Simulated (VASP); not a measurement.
# Bi2Se3 (R-3m) in VASP: single point with PBE+D3(BJ)

Aim: the single point of Bi2Se3 with PBE+D3(BJ).

All numbers are computed with VASP 6.6.1; they aren't measurements. Logs are shortened: lines on timing, memory, paths and dates and some standing lists are left out, and cuts for length are marked.

### Step 1. The cell of the first run

Symmetry: R-3m, No. 166, trigonal system. The conventional cell has a = 4.133 Å, b = 4.133 Å, c = 28.777 Å, α = 90.00°, β = 90.00°, γ = 120.00°. Bi (site symmetry 3m) has 6 Se at 2.94 to 3.04 Å within 3.9 Å. Within 4.0 Å of Se (site symmetry -3m) lie 6 Bi at 3.04 Å. Se (site symmetry 3m) has 3 Bi at 2.94 Å and 3 Se at 3.37 Å within 3.9 Å.

### Step 2. Single point, PBE+D3(BJ)

Contents of INCAR:

```
SYSTEM = Bi2Se3
ALGO = Normal
EDIFF = 1E-6
ENCUT = 520
GGA = PE
ISIF = 2
ISMEAR = 0
IVDW = 12
LASPH = .TRUE.
LCHARG = .FALSE.
LREAL = .FALSE.
LWAVE = .FALSE.
NBANDS = 32
NELM = 60
PREC = Accurate
SIGMA = 0.1
```

Contents of KPOINTS:

```
k-points
0
G
  6 6 6
  0 0 0
```

Contents of POSCAR:

```
Bi2Se3
1.0
    2.0664066107      1.1930404130      9.5924512478
   -2.0664066107      1.1930404130      9.5924512478
    0.0000000000     -2.3860808258      9.5924512478
Bi Se
2 3
Direct
    0.3990000000      0.3990000000      0.3990000000
    0.6010000000      0.6010000000      0.6010000000
    0.0000000000      0.0000000000      0.0000000000
    0.2080000000      0.2080000000      0.2080000000
    0.7920000000      0.7920000000      0.7920000000
```

Potentials or basis: VASP PAW PBE potentials, release 64 (Bi_d, Se).

On the command line:

```
$ cat potpaw_PBE.64/Bi_d/POTCAR potpaw_PBE.64/Se/POTCAR > POTCAR
$ mpirun -np 1 vasp_std > vasp.out
```

OUTCAR:

```text
SYSTEM = Bi2Se3
   EDIFF = 1E-6
   ENCUT = 520
   GGA = PE
   ISIF = 2
   ISMEAR = 0
   IVDW = 12
   LASPH = .TRUE.
   LREAL = .FALSE.
   NELM = 60
   PREC = Accurate
 IVDW          = 12

 ion  position               nearest neighbor table
   1  0.399  0.399  0.399-   5 2.94   5 2.94   5 2.94   3 3.04   3 3.04   3 3.04
   2  0.601  0.601  0.601-   4 2.94   4 2.94   4 2.94   3 3.04   3 3.04   3 3.04
   3  0.000  0.000  0.000-   2 3.04   2 3.04   1 3.04   1 3.04   2 3.04   1 3.04
   4  0.208  0.208  0.208-   2 2.94   2 2.94   2 2.94
   5  0.792  0.792  0.792-   1 2.94   1 2.94   1 2.94

  LATTYP: Found a trigonal (rhomboedric) cell.
 ALAT       =     9.8847611326
 COS(alpha) =     0.9125964238

  Lattice vectors:

 A1 = (   2.0664066107,   1.1930404130,   9.5924512478)
 A2 = (  -2.0664066107,   1.1930404130,   9.5924512478)
 A3 = (   0.0000000000,  -2.3860808258,   9.5924512478)

Analysis of symmetry for initial positions (statically):
=====================================================================
 Subroutine PRICEL returns:
 Original cell was already a primitive cell.

 Routine SETGRP: Setting up the symmetry group for a
 trigonal (rhombohedral) supercell.

 Subroutine GETGRP returns: Found 12 space group operations
 (whereof 12 operations were pure point group operations)
 out of a pool of 12 trial point group operations.

The static configuration has the point symmetry D_3d.

Analysis of symmetry for dynamics (positions and initial velocities):
=====================================================================
 Subroutine PRICEL returns:
 Original cell was already a primitive cell.

 Routine SETGRP: Setting up the symmetry group for a
 trigonal (rhombohedral) supercell.

 Subroutine GETGRP returns: Found 12 space group operations
 (whereof 12 operations were pure point group operations)
 out of a pool of 12 trial point group operations.

The dynamic configuration has the point symmetry D_3d.

 Subroutine INISYM returns: Found 12 space group operations
 (whereof 12 operations are pure point group operations),
 and found     1 'primitive' translations

----------------------------------------------------------------------------------------

                                     Primitive cell

  volume of cell :     141.8900

  direct lattice vectors                    reciprocal lattice vectors
     2.066406611  1.193040413  9.592451248     0.241965931  0.139699096  0.034749547
    -2.066406611  1.193040413  9.592451248    -0.241965931  0.139699096  0.034749547
     0.000000000 -2.386080826  9.592451248     0.000000000 -0.279398191  0.034749547

  length of vectors
     9.884761133  9.884761133  9.884761133     0.281550848  0.281550848  0.281550848

  position of ions in fractional coordinates (direct lattice)
     0.399000000  0.399000000  0.399000000
     0.601000000  0.601000000  0.601000000
     0.000000000  0.000000000  0.000000000
     0.208000000  0.208000000  0.208000000
     0.792000000  0.792000000  0.792000000

  ion indices of the primitive-cell ions
   primitive index   ion index
                 1           1
                 2           2
                 3           3
                 4           4
                 5           5

----------------------------------------------------------------------------------------

 KPOINTS: k-points

Automatic generation of k-mesh.
 Grid dimensions read from file:
 generate k-points for:    6    6    6

 Generating k-lattice:

  Cartesian coordinates                     Fractional coordinates (reciprocal lattice)
     0.040327655  0.023283183  0.005791591     0.166666667  0.000000000  0.000000000
    -0.040327655  0.023283183  0.005791591     0.000000000  0.166666667  0.000000000
     0.000000000 -0.046566365  0.005791591     0.000000000  0.000000000  0.166666667

  Length of vectors
     0.046925141  0.046925141  0.046925141

  Shift w.r.t. Gamma in fractional coordinates (k-lattice)
     0.000000000  0.000000000  0.000000000

 Subroutine IBZKPT returns following result:
 ===========================================

 Found     32 irreducible k-points:

 Following reciprocal coordinates:
            Coordinates               Weight
  0.000000  0.000000  0.000000      1.000000
  0.166667  0.000000 -0.000000      6.000000
  0.333333  0.000000  0.000000      6.000000
  0.500000  0.000000  0.000000      3.000000
  0.166667  0.166667 -0.000000      6.000000
  0.333333  0.166667 -0.000000     12.000000
[... 16 lines left out ...]
  0.500000  0.500000  0.166667      6.000000
 -0.333333  0.500000  0.166667     12.000000
 [... further k-points ...]
   k-points           NKPTS =     32   k-points in BZ     NKDIM =     32   number of bands    NBANDS=     32
   number of dos      NEDOS =    301   number of ions     NIONS =      5
   total plane-waves  NPLWV = 512000
   dimension x,y,z NGX =    80 NGY =   80 NGZ =   80
   dimension x,y,z NGXF=   160 NGYF=  160 NGZF=  160
   ions per type =               2   3
   NGX,Y,Z   is equivalent  to a cutoff of  13.45, 13.45, 13.45 a.u.
   NGXF,Y,Z  is equivalent  to a cutoff of  26.91, 26.91, 26.91 a.u.
 SYSTEM =  Bi2Se3
   PREC   = accura    normal or accurate (medium, high low for compatibility)
   ISTART =      0    job   : 0-new  1-cont  2-samecut
   ICHARG =      2    charge: 1-file 2-atom 10-const
   ISPIN  =      1    spin polarized calculation?
   LNONCOLLINEAR =      F non collinear calculations
   LSORBIT =      F    spin-orbit coupling
   LASPH  =      T    aspherical Exc in radial PAW
   ENCUT  =  520.0 eV  38.22 Ry    6.18 a.u.  18.38 18.38 18.38*2*pi/ulx,y,z
   NELM   =     60;   NELMIN=  2; NELMDL= -5     # of ELM steps
   EDIFF  = 0.1E-05   stopping-criterion for ELM
   LREAL  =      F    real-space projection
   EDIFFG = 0.1E-04   stopping-criterion for IOM
   NSW    =      0    number of steps for IOM
   IBRION =     -1    ionic relax: 0-MD 1-quasi-New 2-CG
   NFREE  =      0    steps in history (QN), initial steepest desc. (CG)
   ISIF   =      2    stress and relaxation
   ISYM   =      2    0-nonsym 1-usesym 2-fastsym
   POTIM  = 0.5000    time-step for ionic-motion
   TEBEG  =    0.0;   TEEND  =   0.0 temperature during run
   PSTRESS=    0.0 pullay stress
   NELECT =      48.0000    total number of electrons
   NUPDOWN=      -1.0000    fix difference up-down
   EMIN   =  10.00;   EMAX   =-10.00  energy-range for DOS
   EFERMI =   0.00;   METHOD = LEGACY
   ISMEAR =     0;   SIGMA  =   0.10  broadening in eV -4-tet -1-fermi 0-gaus
   EFERMI_NEDOS =   21; number of points for ismear=-14 and -15
   IALGO  =     38    algorithm
   IMIX   =      4    mixing-type and parameters
     AMIX     =   0.40;   BMIX     =  1.00
     AMIX_MAG =   1.60;   BMIX_MAG =  1.00
  volume/ion in A,a.u.               =      28.38       191.50
  Fermi-wavevector in a.u.,A,eV,Ry     =   1.140700  2.155610 17.703843  1.301196
  Thomas-Fermi vector in A             =   2.277401
   LORBIT       =      0    0 simple, 1 ext, 2 COOP (PROOUT), +10 PAW based schemes
   GGA     = PE    functional components
   LHFCALC =     F    Hartree Fock is set to
   AEXX    =    0.0000 exact exchange contribution
   IVDW    =    12    specifies the selected vdW correction
   LEPSILON=     F    determine dielectric tensor
   LRPA    =     F    only Hartree local field effects (RPA)
 non-spin polarized calculation
 Gauss-broadening in eV      SIGMA  =   0.10
  energy-cutoff  :      520.00
  volume of cell :      141.89
 maximum number of plane-waves:      3851
 NGX is ok and might be reduce to    80
   NGX = 37   NGY = 37   NGZ = 37

 number of electron      47.9999997 magnetization

 Free energy of the ion-electron system (eV)
  ---------------------------------------------------
  ext. energy  EPLUGINS =         0.00000000
  ---------------------------------------------------
  free energy    TOTEN  =       -20.04362905 eV

  energy without entropy =      -20.04339563  energy(sigma->0) =      -20.04351234

 E-fermi :   5.1721     XC(G=0):  -9.5370

 val. band max:        5.0823083792   @ k =   0.0000   0.0000   0.0000
 cond. band min:       5.2618217007   @ k =   0.0000   0.0000   0.0000
 fundamental gap:      0.1795133215
 Fermi energy:         5.1720650433

 k-point     1 :       0.0000    0.0000    0.0000
  band No.  band energies     occupation
      1     -18.1699      2.00000
      2     -18.1699      2.00000
      3     -18.1684      2.00000
      4     -18.1684      2.00000
      5     -18.1565      2.00000
      6     -18.1536      2.00000
[... 24 lines left out ...]
     31      10.7401      0.00000
     32      11.5077      0.00000

 k-point     2 :       0.1667    0.0000   -0.0000
  band No.  band energies     occupation
      1     -18.1722      2.00000
      2     -18.1700      2.00000
      3     -18.1632      2.00000
      4     -18.1618      2.00000
      5     -18.1531      2.00000
      6     -18.1511      2.00000
[... 24 lines left out ...]
     31       9.9429      0.00000
     32      11.0325      0.00000

 k-point     3 :       0.3333    0.0000    0.0000
  band No.  band energies     occupation
      1     -18.1791      2.00000
      2     -18.1749      2.00000
      3     -18.1594      2.00000
      4     -18.1537      2.00000
      5     -18.1511      2.00000
      6     -18.1489      2.00000
[... 24 lines left out ...]
     31       9.1860      0.00000
     32      11.1694      0.00000

 k-point     4 :       0.5000    0.0000    0.0000
  band No.  band energies     occupation
      1     -18.1834      2.00000
      2     -18.1780      2.00000
      3     -18.1631      2.00000
      4     -18.1567      2.00000
      5     -18.1510      2.00000
      6     -18.1451      2.00000
[... 24 lines left out ...]
     31       8.9886      0.00000
     32      10.5786      0.00000

 k-point     5 :       0.1667    0.1667   -0.0000
  band No.  band energies     occupation
      1     -18.1722      2.00000
      2     -18.1700      2.00000
      3     -18.1632      2.00000
      4     -18.1618      2.00000
      5     -18.1531      2.00000
      6     -18.1511      2.00000
[... 584 lines left out ...]
     31       9.8535      0.00000
     32      10.9013      0.00000

 k-point    22 :      -0.1667    0.3333    0.1667
  band No.  band energies     occupation
      1     -18.1761      2.00000
      2     -18.1714      2.00000
      3     -18.1596      2.00000
      4     -18.1558      2.00000
      5     -18.1540      2.00000
      6     -18.1497      2.00000
[... 24 lines left out ...]
     31       9.5453      0.00000
     32      11.8636      0.00000

 k-point    23 :       0.5000    0.5000    0.1667
  band No.  band energies     occupation
      1     -18.1791      2.00000
      2     -18.1749      2.00000
      3     -18.1594      2.00000
      4     -18.1538      2.00000
      5     -18.1511      2.00000
      6     -18.1490      2.00000
[... 24 lines left out ...]
     31       9.2107      0.00000
     32      11.0117      0.00000

 k-point    24 :      -0.3333    0.5000    0.1667
  band No.  band energies     occupation
      1     -18.1761      2.00000
      2     -18.1714      2.00000
      3     -18.1596      2.00000
      4     -18.1558      2.00000
      5     -18.1540      2.00000
      6     -18.1498      2.00000
[... 24 lines left out ...]
     31       9.6855      0.00000
     32      11.4457      0.00000

 [... further k-points ...]

------------------------ aborting loop because EDIFF is reached ----------------------------------------

 Edisp (eV)   -2.00301

 E8    (eV) :    -0.9064

  FORCE on cell =-STRESS in cart. coord.  units (eV):
  Direction    XX          YY          ZZ          XY          YZ          ZX
  --------------------------------------------------------------------------------------
  -------------------------------------------------------------------------------------
  Total      -1.08398    -1.08398    -2.34755     0.00000    -0.00000     0.00000
  in kB     -12.23997   -12.23997   -26.50777     0.00000    -0.00000     0.00000
  external pressure =      -17.00 kB  Pullay stress =        0.00 kB

 VOLUME and BASIS-vectors are now :
 -----------------------------------------------------------------------------
  energy-cutoff  :      520.00
  volume of cell :      141.89
      direct lattice vectors                 reciprocal lattice vectors
     2.066406611  1.193040413  9.592451248     0.241965931  0.139699096  0.034749547
    -2.066406611  1.193040413  9.592451248    -0.241965931  0.139699096  0.034749547
     0.000000000 -2.386080826  9.592451248     0.000000000 -0.279398191  0.034749547

 POSITION                                       TOTAL-FORCE (eV/Angst)
 -----------------------------------------------------------------------------------
      0.00000      0.00000     11.48216         0.000000      0.000000      0.943341
      0.00000      0.00000     17.29519         0.000000     -0.000000     -0.943341
      0.00000      0.00000      0.00000         0.000000      0.000000      0.000000
      0.00000      0.00000      5.98569         0.000000      0.000000      0.816156
      0.00000      0.00000     22.79166         0.000000     -0.000000     -0.816156
 -----------------------------------------------------------------------------------
    total drift:                                0.000000     -0.000000      0.000000

  FREE ENERGIE OF THE ION-ELECTRON SYSTEM (eV)
  ---------------------------------------------------
  free  energy   TOTEN  =       -22.0466368168 eV

  energy  without entropy=      -22.0464034049  energy(sigma->0) =      -22.04652011
```

Wall time 17 min (1 thread of Intel Xeon 8259CL, shared host); peak memory 0.96 GiB.

Results:

- Free energy: -22.0466 eV
- Pressure: -1.7 GPa
- Largest force: 0.943 eV/Å
- Band gap on the k mesh: 0.18 eV, direct
- Dispersion energy per atom: -0.401 eV

Forces in eV/Å, atoms in the order of the input:
```
Bi   0.000  0.000  0.943
Bi   0.000  0.000 -0.943
Se   0.000  0.000  0.000
Se   0.000  0.000  0.816
Se   0.000  0.000 -0.816
```

Stress tensor (GPa, compression positive):
```
-1.22  0.00  0.00
 0.00 -1.22  0.00
 0.00  0.00 -2.65
```

Levels at points of the mesh, in eV from the valence-band top:
| k point | band 22 | band 23 | band 24 | band 25 | band 26 | band 27 |
| --- | --- | --- | --- | --- | --- | --- |
| (0.00, 0.00, 0.00) | -1.07 | -1.07 | 0.00 | 0.18 | 1.18 | 1.18 |
| (0.50, 0.00, 0.00) | -2.56 | -1.18 | -0.57 | 0.66 | 1.42 | 2.73 |
| (0.50, 0.50, 0.00) | -2.00 | -1.89 | -1.08 | 0.93 | 1.94 | 2.20 |
| (0.50, 0.50, 0.50) | -1.30 | -1.30 | -0.82 | 0.99 | 1.53 | 1.53 |

Caveat: spin-orbit coupling is left out, which moves the levels of the heavy elements. A k mesh can miss the band edges.
